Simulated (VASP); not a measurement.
# AlN (Cm) in VASP: further runs, part 2 of 2

VASP 6.6.1. The steps go on from the part before.

**4. Single point, PBEsol (atom 1 (Al) moved by -0.630 Å along [1 1 0] and +0.252 Å along [0 0 1])**

INCAR

```
  PREC = Accurate
  ENCUT = 520
  EDIFF = 1E-6
  ISMEAR = 0
  SIGMA = 0.05
  LREAL = F
  LASPH = T
  NELM = 60
  ALGO = Normal
  ISIF = 2
  LWAVE = F
  LCHARG = F
  GGA = PS
  NBANDS = 26
```

KPOINTS

```
Automatic mesh
0
Gamma
  6 6 6
```

POSCAR

```
AlN
1.0
    4.3771405283      0.0000000000      0.0000000000
    0.0000000000     -4.3771405283      0.0000000000
    0.0000000000      0.0000000000     -4.3771405283
Al N
4 4
Direct
   -0.1017735824     -0.0575718322     -0.1017735824
    0.5000000000      0.5000000000      0.0000000000
    0.5000000000      0.0000000000      0.5000000000
    0.0000000000      0.5000000000      0.5000000000
    0.7500000000      0.7500000000      0.7500000000
    0.2500000000      0.2500000000      0.7500000000
    0.2500000000      0.7500000000      0.2500000000
    0.7500000000      0.2500000000      0.2500000000
```

Potentials or basis: VASP PAW PBE potentials, release 64 (Al, N).

On the command line:

```bash
> cat potpaw_PBE.64/Al/POTCAR potpaw_PBE.64/N/POTCAR > POTCAR
> mpirun -np 1 vasp_std > vasp.out
```

OUTCAR:

```text
PREC = Accurate
   ENCUT = 520
   EDIFF = 1E-6
   ISMEAR = 0
   LREAL = F
   LASPH = T
   NELM = 60
   ISIF = 2
   GGA = PS

 ion  position               nearest neighbor table
   1  0.898  0.942  0.898-   5 1.25   6 2.15   8 2.15   7 2.33   3 2.48   2 2.64   4 2.64   4 3.03
                             2 3.03   3 3.17   3 3.17   4 3.30   2 3.30
   2  0.500  0.500  0.000-   5 1.90   6 1.90   7 1.90   8 1.90   1 2.64   1 3.03   4 3.10   3 3.10
                             4 3.10   3 3.10   3 3.10   3 3.10   4 3.10   4 3.10   1 3.30
   3  0.500  0.000  0.500-   5 1.90   6 1.90   7 1.90   8 1.90   1 2.48   2 3.10   4 3.10   2 3.10
                             2 3.10   4 3.10   2 3.10   4 3.10   4 3.10   1 3.17   1 3.17
   4  0.000  0.500  0.500-   5 1.90   6 1.90   7 1.90   8 1.90   1 2.64   1 3.03   3 3.10   2 3.10
                             2 3.10   3 3.10   2 3.10   3 3.10   2 3.10   3 3.10   1 3.30
   5  0.750  0.750  0.750-   1 1.25   2 1.90   3 1.90   4 1.90
   6  0.250  0.250  0.750-   2 1.90   3 1.90   4 1.90   1 2.15
   7  0.250  0.750  0.250-   2 1.90   3 1.90   4 1.90   1 2.33
   8  0.750  0.250  0.250-   2 1.90   3 1.90   4 1.90   1 2.15

 -----------------------------------------------------------------------------
|                                                                             |
|           W    W    AA    RRRRR   N    N  II  N    N   GGGG   !!!           |
|           W    W   A  A   R    R  NN   N  II  NN   N  G    G  !!!           |
|           W    W  A    A  R    R  N N  N  II  N N  N  G       !!!           |
|           W WW W  AAAAAA  RRRRR   N  N N  II  N  N N  G  GGG   !            |
|           WW  WW  A    A  R   R   N   NN  II  N   NN  G    G                |
|           W    W  A    A  R    R  N    N  II  N    N   GGGG   !!!           |
|                                                                             |
|     The distance between some ions is very small. Please check the          |
|     nearest-neighbor list in the OUTCAR file.                               |
|     I HOPE YOU KNOW WHAT YOU ARE DOING!                                     |
|                                                                             |
 -----------------------------------------------------------------------------

  LATTYP: Found a simple cubic cell.
 ALAT       =     4.3771405283

  Lattice vectors:

 A1 = (   4.3771405283,   0.0000000000,   0.0000000000)
 A2 = (   0.0000000000,  -4.3771405283,   0.0000000000)
 A3 = (   0.0000000000,   0.0000000000,  -4.3771405283)

Analysis of symmetry for initial positions (statically):
=====================================================================
 Subroutine PRICEL returns:
 Original cell was already a primitive cell.

 Routine SETGRP: Setting up the symmetry group for a
 simple cubic supercell.

 Subroutine GETGRP returns: Found  2 space group operations
 (whereof  2 operations were pure point group operations)
 out of a pool of 48 trial point group operations.

The static configuration has the point symmetry C_1h.

Analysis of symmetry for dynamics (positions and initial velocities):
=====================================================================
 Subroutine PRICEL returns:
 Original cell was already a primitive cell.

 Routine SETGRP: Setting up the symmetry group for a
 simple cubic supercell.

 Subroutine GETGRP returns: Found  2 space group operations
 (whereof  2 operations were pure point group operations)
 out of a pool of 48 trial point group operations.

The dynamic configuration has the point symmetry C_1h.
[... 96 lines left out ...]
   dimension x,y,z NGX =    36 NGY =   36 NGZ =   36
   dimension x,y,z NGXF=    72 NGYF=   72 NGZF=   72
   ions per type =               4   4
   NGX,Y,Z   is equivalent  to a cutoff of  13.67, 13.67, 13.67 a.u.
   NGXF,Y,Z  is equivalent  to a cutoff of  27.35, 27.35, 27.35 a.u.
 SYSTEM =  unknown system
   PREC   = accura    normal or accurate (medium, high low for compatibility)
   ISTART =      0    job   : 0-new  1-cont  2-samecut
   ICHARG =      2    charge: 1-file 2-atom 10-const
   ISPIN  =      1    spin polarized calculation?
   LNONCOLLINEAR =      F non collinear calculations
   LSORBIT =      F    spin-orbit coupling
   LASPH  =      T    aspherical Exc in radial PAW
   ENCUT  =  520.0 eV  38.22 Ry    6.18 a.u.   8.14  8.14  8.14*2*pi/ulx,y,z
   NELM   =     60;   NELMIN=  2; NELMDL= -5     # of ELM steps
   EDIFF  = 0.1E-05   stopping-criterion for ELM
   LREAL  =      F    real-space projection
   EDIFFG = 0.1E-04   stopping-criterion for IOM
   NSW    =      0    number of steps for IOM
   IBRION =     -1    ionic relax: 0-MD 1-quasi-New 2-CG
   NFREE  =      0    steps in history (QN), initial steepest desc. (CG)
   ISIF   =      2    stress and relaxation
   ISYM   =      2    0-nonsym 1-usesym 2-fastsym
   POTIM  = 0.5000    time-step for ionic-motion
   TEBEG  =    0.0;   TEEND  =   0.0 temperature during run
   PSTRESS=    0.0 pullay stress
   NELECT =      32.0000    total number of electrons
   NUPDOWN=      -1.0000    fix difference up-down
   EMIN   =  10.00;   EMAX   =-10.00  energy-range for DOS
   EFERMI =   0.00;   METHOD = LEGACY
   ISMEAR =     0;   SIGMA  =   0.05  broadening in eV -4-tet -1-fermi 0-gaus
   EFERMI_NEDOS =   21; number of points for ismear=-14 and -15
   IALGO  =     38    algorithm
   IMIX   =      4    mixing-type and parameters
     AMIX     =   0.40;   BMIX     =  1.00
     AMIX_MAG =   1.60;   BMIX_MAG =  1.00
  volume/ion in A,a.u.               =      10.48        70.74
  Fermi-wavevector in a.u.,A,eV,Ry     =   1.187411  2.243881 19.183459  1.409944
  Thomas-Fermi vector in A             =   2.323563
   LORBIT       =      0    0 simple, 1 ext, 2 COOP (PROOUT), +10 PAW based schemes
   GGA     = PS    functional components
   LHFCALC =     F    Hartree Fock is set to
   AEXX    =    0.0000 exact exchange contribution
   IVDW    =     0    specifies the selected vdW correction
   LEPSILON=     F    determine dielectric tensor
   LRPA    =     F    only Hartree local field effects (RPA)
 non-spin polarized calculation
 Gauss-broadening in eV      SIGMA  =   0.05
  energy-cutoff  :      520.00
  volume of cell :       83.86
 maximum number of plane-waves:      2301
 NGX is ok and might be reduce to    36
   NGX = 17   NGY = 17   NGZ = 17

 number of electron      31.9999992 magnetization

 Free energy of the ion-electron system (eV)
  ---------------------------------------------------
  ext. energy  EPLUGINS =         0.00000000
  ---------------------------------------------------
  free energy    TOTEN  =       -51.15190942 eV

  energy without entropy =      -51.15190942  energy(sigma->0) =      -51.15190942

 E-fermi :   6.9866     XC(G=0): -11.0679

 val. band max:        6.6925813753   @ k =   0.5000   0.5000   0.5000
 cond. band min:       7.7567899962   @ k =   0.0000   0.0000   0.0000
 fundamental gap:      1.0642086209
 Fermi energy:         6.9866425493

 k-point     1 :       0.0000    0.0000    0.0000
  band No.  band energies     occupation
      1      -9.8434      2.00000
      2      -7.2578      2.00000
      3      -5.9929      2.00000
      4      -5.6746      2.00000
      5      -0.0531      2.00000
      6      -0.0278      2.00000
[... 685 lines left out ...]
     25      16.4026      0.00000
     26      16.6275      0.00000

 [... further k-points ...]

------------------------ aborting loop because EDIFF is reached ----------------------------------------

  FORCE on cell =-STRESS in cart. coord.  units (eV):
  Direction    XX          YY          ZZ          XY          YZ          ZX
  --------------------------------------------------------------------------------------
  -------------------------------------------------------------------------------------
  Total       13.9340744     26.1949688     13.9340744    -20.0687314     20.0687314    -16.5688426
  in kB      266.2056310    500.4457415    266.2056310   -383.4061124    383.4061123   -316.5419592
  external PRESSURE =     344.2856678 kB  Pullay stress =       0.0000000 kB

 VOLUME and BASIS-vectors are now :
 -----------------------------------------------------------------------------
  energy-cutoff  :      520.00
  volume of cell :       83.86
      direct lattice vectors                 reciprocal lattice vectors
     4.377140528  0.000000000  0.000000000     0.228459652  0.000000000  0.000000000
     0.000000000 -4.377140528  0.000000000     0.000000000 -0.228459652  0.000000000
     0.000000000  0.000000000 -4.377140528     0.000000000  0.000000000 -0.228459652

 POSITION                                       TOTAL-FORCE (eV/Angst)
 -----------------------------------------------------------------------------------
      3.93166     -4.12514     -3.93166        29.435057    -35.149480    -29.435057
      2.18857     -2.18857      0.00000        -1.834403      1.101142     -1.169099
      2.18857      0.00000     -2.18857        -2.317137     -0.553961      2.317137
      0.00000     -2.18857     -2.18857         1.169099      1.101142      1.834403
      3.28286     -3.28286     -3.28286       -24.870993     31.841910     24.870993
      1.09429     -1.09429     -3.28286        -0.869496      0.751959      0.241794
      1.09429     -3.28286     -1.09429        -0.470332      0.155328      0.470332
      3.28286     -1.09429     -1.09429        -0.241794      0.751959      0.869496
 -----------------------------------------------------------------------------------
    total drift:                                0.000070     -0.000128     -0.000070

  FREE ENERGIE OF THE ION-ELECTRON SYSTEM (eV)
  ---------------------------------------------------
  free  energy   TOTEN  =       -51.1519094214 eV

  energy  without entropy=      -51.1519094214  energy(sigma->0) =      -51.15190942
```

Wall time 86 s (1 thread of AMD EPYC 9R45 (Zen 5), shared host); peak memory 0.23 GiB.

What came out:

```yaml
Free_energy: -51.1519 eV
Pressure: 34.4 GPa
Largest_force: 54.482 eV/Å
Band_gap_on_the_k_mesh: 1.06 eV (least direct gap 1.23 eV)
```

Forces on the atoms (eV/Å):
```
Al   29.435 -35.149 -29.435
Al   -1.834   1.101  -1.169
Al   -2.317  -0.554   2.317
Al    1.169   1.101   1.834
N   -24.871  31.842  24.871
N    -0.869   0.752   0.242
N    -0.470   0.155   0.470
N    -0.242   0.752   0.869
```

Levels at points of the mesh, in eV from the valence-band top:
```tsv
k point	band 12	band 13	band 14	band 15	band 16	band 17	band 18	band 19	band 20	band 21
(0.00, 0.00, 0.00)	-2.17	-2.15	-0.81	-0.46	-0.17	1.06	2.03	2.14	4.23	6.89
(0.50, 0.00, 0.00)	-2.88	-2.52	-2.11	-1.25	-0.71	3.66	4.31	4.80	6.47	8.06
(0.00, 0.50, 0.00)	-2.59	-2.14	-1.63	-1.40	-1.04	3.12	4.52	4.85	6.50	8.20
(0.50, 0.50, 0.00)	-2.56	-2.33	-1.85	-0.98	-0.18	4.94	6.13	6.34	7.21	7.40
(0.50, 0.00, 0.50)	-2.27	-2.00	-1.35	-1.32	-0.44	5.40	5.76	6.36	7.18	7.67
(0.50, 0.50, 0.50)	-1.28	-0.98	-0.86	-0.35	0.00	4.58	5.90	6.21	6.36	7.36
```

Caveat: the cell differs from its parent crystal (atom 1 (Al) moved by -0.630 Å along [1 1 0] and +0.252 Å along [0 0 1]); atoms lie so close that the PAW spheres overlap strongly, which falsifies energies and pressures; the cell stands under pressure; the PAW data sets were made with another functional, which shifts forces and pressure a little.

**5. Single point, PBEsol (atom 1 (Al) moved by -0.630 Å along [1 1 0] and +0.000 Å along [0 0 1])**

INCAR

```
SYSTEM = AlN
  ALGO = Normal
  EDIFF = 1E-6
  ENCUT = 520
  GGA = PS
  ISIF = 2
  ISMEAR = 0
  LASPH = .TRUE.
  LCHARG = .FALSE.
  LREAL = .FALSE.
  LWAVE = .FALSE.
  NBANDS = 26
  NELM = 60
  PREC = Accurate
  SIGMA = 0.05
```

KPOINTS

```
k-points
0
G
  6 6 6
  0 0 0
```

Changes to POSCAR since step 4:

```diff
@@ -8,3 +8,3 @@
 Direct
-   -0.1017735824     -0.0575718322     -0.1017735824
+   -0.1017735824      0.0000000000     -0.1017735824
     0.5000000000      0.5000000000      0.0000000000
```

On the command line:

```bash
> cat potpaw_PBE.64/Al/POTCAR potpaw_PBE.64/N/POTCAR > POTCAR
> mpirun -np 1 vasp_std > vasp.out
```

It took 80 s on 1 thread of AMD EPYC 9R45 (Zen 5), shared host; peak memory 0.23 GiB.

It converged, with:

```yaml
Free_energy: -57.3674 eV
Pressure: 16.2 GPa
Largest_force: 24.084 eV/Å
Band_gap_on_the_k_mesh: 0.11 eV (least direct gap 0.23 eV)
```

Forces in eV/Å, atoms in the order of the input:
```
Al   13.293 -15.054 -13.293
Al   -1.877  -0.222  -1.365
Al   -2.603   0.297   2.603
Al    1.365  -0.222   1.877
N    -8.983  14.254   8.983
N    -0.812   0.417   0.252
N    -0.130   0.115   0.130
N    -0.252   0.417   0.812
```

Stress tensor (GPa, compression positive):
```
  8.22 -16.47 -13.07
-16.47  32.05  16.47
-13.07  16.47   8.22
```

Levels at points of the mesh, in eV from the valence-band top:
| k point | band 14 | band 15 | band 16 | band 17 | band 18 | band 19 |
| --- | --- | --- | --- | --- | --- | --- |
| (0.00, 0.00, 0.00) | -0.93 | -0.80 | -0.12 | 0.11 | 2.43 | 2.59 |
| (0.50, 0.00, 0.00) | -2.53 | -1.37 | -0.77 | 2.89 | 4.78 | 5.16 |
| (0.00, 0.50, 0.00) | -1.91 | -1.68 | -1.24 | 2.36 | 4.84 | 5.12 |
| (0.50, 0.50, 0.00) | -2.09 | -1.04 | -0.32 | 4.25 | 6.41 | 6.70 |
| (0.50, 0.00, 0.50) | -1.64 | -1.02 | -1.00 | 4.56 | 6.44 | 6.63 |
| (0.50, 0.50, 0.50) | -0.86 | -0.86 | 0.00 | 4.79 | 5.43 | 5.90 |

Caveat: the cell differs from its parent crystal (atom 1 (Al) moved by -0.630 Å along [1 1 0] and +0.000 Å along [0 0 1]); the cell stands under pressure; the PAW data sets were made with another functional, which shifts forces and pressure a little. A k mesh can miss the band edges.

**6. Single point, PBEsol (atom 1 (Al) moved by -0.378 Å along [1 1 0] and +0.504 Å along [0 0 1])**

INCAR

```
SYSTEM = AlN
  ALGO = Normal
  EDIFF = 1E-6
  ENCUT = 520
  GGA = PS
  ISIF = 2
  ISMEAR = 0
  LASPH = .True.
  LCHARG = .False.
  LREAL = .False.
  LWAVE = .False.
  NBANDS = 26
  NELM = 80
  PREC = Accurate
  SIGMA = 0.05
```

KPOINTS

```
k-points
0
Gamma
  6 6 6
  0 0 0
```

Changes to POSCAR since step 5:

```diff
@@ -8,3 +8,3 @@
 Direct
-   -0.1017735824      0.0000000000     -0.1017735824
+   -0.0610641494     -0.1151436644     -0.0610641494
     0.5000000000      0.5000000000      0.0000000000
```

Potentials or basis: VASP PAW PBE potentials, release 64 (Al, N).

On the command line:

```bash
> cat potpaw_PBE.64/Al/POTCAR potpaw_PBE.64/N/POTCAR > POTCAR
> mpirun -np 1 vasp_std > vasp.out
```

Run time: 86 s. Hardware: 1 thread of AMD EPYC 9R45 (Zen 5), shared host; peak memory 0.23 GiB.

The run converged. Its results:

```yaml
Free_energy: -54.1656 eV
Pressure: 26.4 GPa
Largest_force: 41.380 eV/Å
Band_gap_on_the_k_mesh: 1.34 eV (least direct gap 1.48 eV)
```

Forces on the atoms (eV/Å):
```
Al   25.229 -20.960 -25.229
Al   -1.422   2.260  -0.689
Al   -1.072  -1.340   1.072
Al    0.689   2.260   1.422
N   -22.034  16.139  22.034
N    -0.524   0.638   0.102
N    -0.763   0.366   0.763
N    -0.102   0.638   0.524
```

Stress tensor (GPa, compression positive):
```
 33.67 -24.88 -33.33
-24.88  11.96  24.88
-33.33  24.88  33.67
```

Levels at points of the mesh, in eV from the valence-band top:
```csv
k point,band 12,band 13,band 14,band 15,band 16,band 17,band 18,band 19,band 20,band 21
"(0.00, 0.00, 0.00)",-2.15,-2.12,-0.79,-0.47,-0.14,1.34,1.62,2.59,4.20,6.78
"(0.50, 0.00, 0.00)",-2.65,-2.17,-1.73,-1.38,-0.95,3.55,4.17,5.18,6.47,8.21
"(0.00, 0.50, 0.00)",-3.03,-2.58,-2.42,-1.15,-0.61,4.01,4.37,4.89,6.44,8.19
"(0.50, 0.50, 0.00)",-2.35,-1.97,-1.47,-1.19,-0.39,5.45,5.81,6.63,7.33,7.63
"(0.50, 0.00, 0.50)",-2.75,-2.33,-2.14,-0.82,-0.10,5.19,5.87,6.76,7.37,7.51
"(0.50, 0.50, 0.50)",-1.16,-1.11,-0.76,-0.41,0.00,4.84,5.96,6.33,6.46,7.64
```

Caveat: the cell differs from its parent crystal (atom 1 (Al) moved by -0.378 Å along [1 1 0] and +0.504 Å along [0 0 1]); atoms lie so close that the PAW spheres overlap strongly, which falsifies energies and pressures; the cell stands under pressure; the PAW data sets were made with another functional, which shifts forces and pressure a little.

**7. Overview**

| cell | gap on the mesh (eV) | pressure (GPa) | largest force (eV/Å) |
| --- | --- | --- | --- |
| as given, atomic positions A | 1.37 | 4.8 | 6.91 |
| as given, atomic positions B | 1.78 | 6.3 | 10.65 |
| as given, atomic positions C | 1.06 | 34.4 | 54.48 |
| as given, atomic positions D | 0.11 | 16.2 | 24.08 |
| as given, atomic positions E | 1.34 | 26.4 | 41.38 |

Alike in all rows: task single point; level PBEsol; potentials or basis VASP PAW PBE potentials, release 64 (Al, N); no spin polarisation; k mesh 6 × 6 × 6; cutoff (eV) 520; smearing gaussian 0.05 eV.

Caveats: the cell stands under pressure; the PAW data sets were made with another functional, which shifts forces and pressure a little; atoms lie so close that the PAW spheres overlap strongly, which falsifies energies and pressures (at least some runs).

Total energies depend on the potentials used, so only differences within one code and one set of settings carry meaning.
